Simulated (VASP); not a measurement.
# AlN (Cmc2_1) in VASP: single point with HSE06

Aim: the single point of AlN with HSE06.

Everything below comes from runs of VASP 6.6.1. Logs are shortened: lines on timing, memory, paths and dates and some standing lists are left out, and cuts for length are marked.

## 1. The cell of the first run

It takes space group Cmc2_1 (No. 36, orthorhombic). The conventional cell has a = 3.122 Å, b = 5.381 Å, c = 4.979 Å, α = 90.00°, β = 90.00°, γ = 90.00°. Within 2.5 Å of Al (site symmetry m) lie 4 N at 1.89 to 1.90 Å. N (site symmetry m) has 4 Al at 1.89 to 1.90 Å within 2.5 Å.

## 2. Single point, HSE06 (uniaxial x strain +0.5%)

File POSCAR:

```
AlN
1.0
    3.1222272302      0.0000000000      0.0000000000
   -1.5611136151      2.6904757192      0.0000000000
    0.0000000000      0.0000000000      4.9785915475
Al N
2 2
Direct
    0.3331890905      0.6663781811     -0.0035069819
    0.6668109095      0.3336218189      0.4964930181
    0.3328760385      0.6657520770      0.3785069819
    0.6671239615      0.3342479230      0.8785069819
```

File INCAR.step1:

```
SYSTEM = AlN
PREC = Accurate ; ENCUT = 520
EDIFF = 1E-5 ; ISMEAR = 0
SIGMA = 0.01 ; LREAL = .False.
LASPH = .True. ; NELM = 120
ALGO = Normal ; ISIF = 2
LWAVE = .True. ; LCHARG = .False.
GGA = PE ; NBANDS = 16
GGA_COMPAT = .False.
```

File INCAR.step2:

```
SYSTEM = AlN
PREC = Accurate ; ENCUT = 520
EDIFF = 1E-6 ; ISMEAR = 0
SIGMA = 0.01 ; LREAL = .False.
LASPH = .True. ; NELM = 120
ALGO = Normal ; ISIF = 2
LWAVE = .False. ; LCHARG = .False.
GGA = PE ; LHFCALC = .True.
HFSCREEN = 0.2079 ; PRECFOCK = Normal
ISTART = 1 ; NBANDS = 16
GGA_COMPAT = .False.
```

File KPOINTS:

```
Automatic mesh
0
Gamma
  6 6 4
  0 0 0
```

Potentials or basis: VASP PAW PBE potentials, release 64 (Al, N).

Run with:

```
> cat potpaw_PBE.64/Al/POTCAR potpaw_PBE.64/N/POTCAR > POTCAR
> cp INCAR.step1 INCAR
> mpirun -np 1 vasp_std > vasp.out
> cp INCAR.step2 INCAR
> mpirun -np 1 vasp_std > vasp.out
```

OUTCAR:

```text
SYSTEM = AlN
   PREC = Accurate
   ENCUT = 520
   EDIFF = 1E-6
   ISMEAR = 0
   LREAL = .False.
   LASPH = .True.
   NELM = 120
   ISIF = 2
   GGA = PE
   LHFCALC = .True.
   HFSCREEN = 0.2079
   PRECFOCK = Normal
   ISTART = 1

 ion  position               nearest neighbor table
   1  0.333  0.666  0.996-   4 1.89   4 1.89   4 1.89   3 1.90   2 3.07   2 3.07   2 3.07   2 3.07
                             2 3.07   2 3.07
   2  0.667  0.334  0.496-   3 1.89   3 1.89   3 1.89   4 1.90   1 3.07   1 3.07   1 3.07   1 3.07
                             1 3.07   1 3.07
   3  0.333  0.666  0.379-   2 1.89   2 1.89   2 1.89   1 1.90
   4  0.667  0.334  0.879-   1 1.89   1 1.89   1 1.89   2 1.90

  Warning from LATTYP: Monoclinic adjustment (A1->A3, A2->A1, A3->A2)!
  LATTYP: Found a base centered orthorhombic cell.
 ALAT       =     3.1222272302
 B/A-ratio  =     1.7234336394
 C/A-ratio  =     1.5945641302

  Lattice vectors:

 A1 = (   1.5611136151,  -2.6904757192,   0.0000000000)
 A2 = (   1.5611136151,   2.6904757192,   0.0000000000)
 A3 = (   0.0000000000,   0.0000000000,   4.9785915475)

Analysis of symmetry for initial positions (statically):
=====================================================================
 Subroutine PRICEL returns:
 Original cell was already a primitive cell.

 Routine SETGRP: Setting up the symmetry group for a
 base centered orthorhombic supercell.

 Subroutine GETGRP returns: Found  4 space group operations
 (whereof  2 operations were pure point group operations)
 out of a pool of  8 trial point group operations.

The static configuration has the point symmetry C_1h.
 The point group associated with its full space group is C_2v.

Analysis of symmetry for dynamics (positions and initial velocities):
=====================================================================
 Subroutine PRICEL returns:
 Original cell was already a primitive cell.

 Routine SETGRP: Setting up the symmetry group for a
 base centered orthorhombic supercell.

 Subroutine GETGRP returns: Found  4 space group operations
 (whereof  2 operations were pure point group operations)
 out of a pool of  8 trial point group operations.

The dynamic configuration has the point symmetry C_1h.
 The point group associated with its full space group is C_2v.

 Subroutine INISYM returns: Found  4 space group operations
 (whereof  2 operations are pure point group operations),
 and found     1 'primitive' translations

----------------------------------------------------------------------------------------

                                     Primitive cell

  volume of cell :      41.8215

  direct lattice vectors                    reciprocal lattice vectors
     3.122227230  0.000000000  0.000000000     0.320284184  0.185840741  0.000000000
    -1.561113615  2.690475719  0.000000000     0.000000000  0.371681481  0.000000000
     0.000000000  0.000000000  4.978591547     0.000000000  0.000000000  0.200860020

  length of vectors
     3.122227230  3.110584401  4.978591547     0.370295476  0.371681481  0.200860020

  position of ions in fractional coordinates (direct lattice)
     0.333189090  0.666378181  0.996493018
     0.666810910  0.333621819  0.496493018
     0.332876038  0.665752077  0.378506982
     0.667123962  0.334247923  0.878506982

  ion indices of the primitive-cell ions
   primitive index   ion index
                 1           1
                 2           2
                 3           3
                 4           4

----------------------------------------------------------------------------------------

 KPOINTS: Automatic mesh

Automatic generation of k-mesh.
 Grid dimensions read from file:
 generate k-points for:    6    6    4

 Generating k-lattice:

  Cartesian coordinates                     Fractional coordinates (reciprocal lattice)
     0.053380697  0.030973457  0.000000000     0.166666667 -0.000000000  0.000000000
     0.000000000  0.061946914  0.000000000     0.000000000  0.166666667  0.000000000
     0.000000000  0.000000000  0.050215005     0.000000000  0.000000000  0.250000000

  Length of vectors
     0.061715913  0.061946914  0.050215005

  Shift w.r.t. Gamma in fractional coordinates (k-lattice)
     0.000000000  0.000000000  0.000000000

 Subroutine IBZKPT returns following result:
 ===========================================

 Found     39 irreducible k-points:

 Following reciprocal coordinates:
            Coordinates               Weight
  0.000000  0.000000  0.000000      1.000000
  0.166667 -0.000000  0.000000      4.000000
  0.333333 -0.000000  0.000000      4.000000
  0.500000 -0.000000  0.000000      2.000000
  0.000000  0.166667  0.000000      2.000000
  0.166667  0.166667  0.000000      4.000000
[... 16 lines left out ...]
  0.000000  0.333333  0.250000      4.000000
  0.166667  0.333333  0.250000      8.000000
 [... further k-points ...]
   k-points           NKPTS =     39   k-points in BZ     NKDIM =    144   number of bands    NBANDS=     16
   number of dos      NEDOS =    301   number of ions     NIONS =      4
   total plane-waves  NPLWV =  23040
   dimension x,y,z NGX =    24 NGY =   24 NGZ =   40
   dimension x,y,z NGXF=    48 NGYF=   48 NGZF=   80
   ions per type =               2   2
   NGX,Y,Z   is equivalent  to a cutoff of  12.78, 12.83, 13.36 a.u.
   NGXF,Y,Z  is equivalent  to a cutoff of  25.56, 25.65, 26.71 a.u.
 SYSTEM =  AlN
   PREC   = accura    normal or accurate (medium, high low for compatibility)
   ISTART =      1    job   : 0-new  1-cont  2-samecut
   ICHARG =      0    charge: 1-file 2-atom 10-const
   ISPIN  =      1    spin polarized calculation?
   LNONCOLLINEAR =      F non collinear calculations
   LSORBIT =      F    spin-orbit coupling
   LASPH  =      T    aspherical Exc in radial PAW
   ENCUT  =  520.0 eV  38.22 Ry    6.18 a.u.   5.81  5.78  9.26*2*pi/ulx,y,z
   NELM   =    120;   NELMIN=  2; NELMDL=  0     # of ELM steps
   EDIFF  = 0.1E-05   stopping-criterion for ELM
   LREAL  =      F    real-space projection
   EDIFFG = 0.1E-04   stopping-criterion for IOM
   NSW    =      0    number of steps for IOM
   IBRION =     -1    ionic relax: 0-MD 1-quasi-New 2-CG
   NFREE  =      0    steps in history (QN), initial steepest desc. (CG)
   ISIF   =      2    stress and relaxation
   ISYM   =      3    0-nonsym 1-usesym 2-fastsym
   POTIM  = 0.5000    time-step for ionic-motion
   TEBEG  =    0.0;   TEEND  =   0.0 temperature during run
   PSTRESS=    0.0 pullay stress
   NELECT =      16.0000    total number of electrons
   NUPDOWN=      -1.0000    fix difference up-down
   EMIN   =  10.00;   EMAX   =-10.00  energy-range for DOS
   EFERMI =   0.00;   METHOD = LEGACY
   ISMEAR =     0;   SIGMA  =   0.01  broadening in eV -4-tet -1-fermi 0-gaus
   EFERMI_NEDOS =   21; number of points for ismear=-14 and -15
   IALGO  =     38    algorithm
   IMIX   =      1    mixing-type and parameters
     AMIX     =   0.40;   BMIX     =  1.00
     AMIX_MAG =   1.60;   BMIX_MAG =  1.00
  volume/ion in A,a.u.               =      10.46        70.56
  Fermi-wavevector in a.u.,A,eV,Ry     =   1.188452  2.245848 19.217100  1.412417
  Thomas-Fermi vector in A             =   2.324581
   LORBIT       =      0    0 simple, 1 ext, 2 COOP (PROOUT), +10 PAW based schemes
   GGA     = PE    functional components
   LHFCALC =     T    Hartree Fock is set to
   PRECFOCK=normal    Normal, Fast or Accurate (Low or Medium for compatibility)
   ENCUT4O =  -1.0   cutoff for four orbital integrals eV
   NKREDX  =     1    reduce k-point grid by
   NKREDY  =     1    reduce k-point grid by
   NKREDZ  =     1    reduce k-point grid by
   AEXX    =    0.2500 exact exchange contribution
   HFSCREEN=    0.2079 screening length (either q_TF or 0.3 A-1)
   HFSCREENC=   0.2079 screening length for correlation (either q_TF or 0.3 A-1)
   ENCUTFOCK=  -1.0 apply spherical cutoff to Coloumb kernel
   IVDW    =     0    specifies the selected vdW correction
   LEPSILON=     F    determine dielectric tensor
   LRPA    =     F    only Hartree local field effects (RPA)
 non-spin polarized calculation
 Gauss-broadening in eV      SIGMA  =   0.01
  energy-cutoff  :      520.00
  volume of cell :       41.82
 maximum number of plane-waves:      1152
  NGX = 18; NGY = 18; NGZ = 28

 number of electron      15.9999998 magnetization

 Free energy of the ion-electron system (eV)
  ---------------------------------------------------
  ext. energy  EPLUGINS =         0.00000000
  ---------------------------------------------------
  free energy    TOTEN  =       -34.89257000 eV

  energy without entropy =      -34.89257000  energy(sigma->0) =      -34.89257000

 E-fermi :   5.3386     XC(G=0):  -8.9914

 val. band max:        5.2457437267   @ k =   0.0000   0.0000   0.0000
 cond. band min:      10.7774396383   @ k =   0.0000   0.0000   0.0000
 fundamental gap:      5.5316959116
 Fermi energy:         5.3385926393

 k-point     1 :       0.0000    0.0000    0.0000
  band No.  band energies     occupation
      1     -11.4612      2.00000
      2      -9.1701      2.00000
      3      -1.2596      2.00000
      4       4.2444      2.00000
      5       4.2897      2.00000
      6       4.9807      2.00000
[... 8 lines left out ...]
     15      20.0567      0.00000
     16      20.1267      0.00000

 k-point     2 :       0.1667   -0.0000    0.0000
  band No.  band energies     occupation
      1     -11.0919      2.00000
      2      -8.9717      2.00000
      3      -0.8066      2.00000
      4       2.7476      2.00000
      5       3.6305      2.00000
      6       3.8558      2.00000
[... 8 lines left out ...]
     15      19.3489      0.00000
     16      19.7349      0.00000

 k-point     3 :       0.3333   -0.0000    0.0000
  band No.  band energies     occupation
      1     -10.1405      2.00000
      2      -8.6229      2.00000
      3       0.3423      2.00000
      4       0.4446      2.00000
      5       1.6295      2.00000
      6       3.2135      2.00000
[... 8 lines left out ...]
     15      19.1223      0.00000
     16      21.5291      0.00000
[... 362 lines left out ...]
 k-point    23 :       0.0000    0.3333    0.2500
  band No.  band energies     occupation
      1      -9.9360      2.00000
      2      -8.8681      2.00000
      3      -0.1710      2.00000
      4       0.8636      2.00000
      5       1.9950      2.00000
      6       3.3372      2.00000
[... 8 lines left out ...]
     15      19.5098      0.00000
     16      21.2210      0.00000

 k-point    24 :       0.1667    0.3333    0.2500
  band No.  band energies     occupation
      1      -9.3056      2.00000
      2      -8.6764      2.00000
      3      -0.3906      2.00000
      4       0.3012      2.00000
      5       1.8625      2.00000
      6       2.7835      2.00000
[... 8 lines left out ...]
     15      19.7374      0.00000
     16      21.7897      0.00000

 [... further k-points ...]

------------------------ aborting loop because EDIFF is reached ----------------------------------------

  FORCE on cell =-STRESS in cart. coord.  units (eV):
  Direction    XX          YY          ZZ          XY          YZ          ZX
  --------------------------------------------------------------------------------------
  -------------------------------------------------------------------------------------
  Total       -0.7206150     -0.3728064     -0.3718037      0.0000000      0.0000000      0.0000000
  in kB      -27.6066542    -14.2821604    -14.2437440      0.0000000      0.0000000      0.0000000
  external PRESSURE =     -18.7108529 kB  Pullay stress =       0.0000000 kB

 VOLUME and BASIS-vectors are now :
 -----------------------------------------------------------------------------
  energy-cutoff  :      520.00
  volume of cell :       41.82
      direct lattice vectors                 reciprocal lattice vectors
     3.122227230  0.000000000  0.000000000     0.320284184  0.185840741  0.000000000
    -1.561113615  2.690475719  0.000000000     0.000000000  0.371681481  0.000000000
     0.000000000  0.000000000  4.978591547     0.000000000  0.000000000  0.200860020

 POSITION                                       TOTAL-FORCE (eV/Angst)
 -----------------------------------------------------------------------------------
     -0.00000      1.79287      4.96113        -0.000000     -0.000322     -0.006880
      1.56111      0.89760      2.47184         0.000000      0.000322     -0.006880
     -0.00000      1.79119      1.88443         0.000000     -0.000740      0.006880
      1.56111      0.89929      4.37373         0.000000      0.000740      0.006880
 -----------------------------------------------------------------------------------
    total drift:                                0.000000     -0.000000     -0.000061

  FREE ENERGIE OF THE ION-ELECTRON SYSTEM (eV)
  ---------------------------------------------------
  free  energy   TOTEN  =       -34.8925699968 eV

  energy  without entropy=      -34.8925699968  energy(sigma->0) =      -34.89257000
```

It took 38 min on 1 thread of AMD EPYC 7R13 (Zen 3), shared host; peak memory 0.25 GiB.

What came out:

* Free energy: -34.8926 eV
* Pressure: -1.9 GPa
* Largest force: 0.007 eV/Å
* Band gap on the k mesh: 5.53 eV

Forces in eV/Å, atoms in the order of the input:
```
Al   0.000  0.000 -0.007
Al   0.000  0.000 -0.007
N    0.000 -0.001  0.007
N    0.000  0.001  0.007
```

Stress tensor (GPa, compression positive):
```
-2.76  0.00  0.00
 0.00 -1.43  0.00
 0.00  0.00 -1.42
```

Caveat: the cell differs from its parent crystal (uniaxial x strain +0.5%); the PAW data sets were made with another functional, which shifts forces and pressure a little.
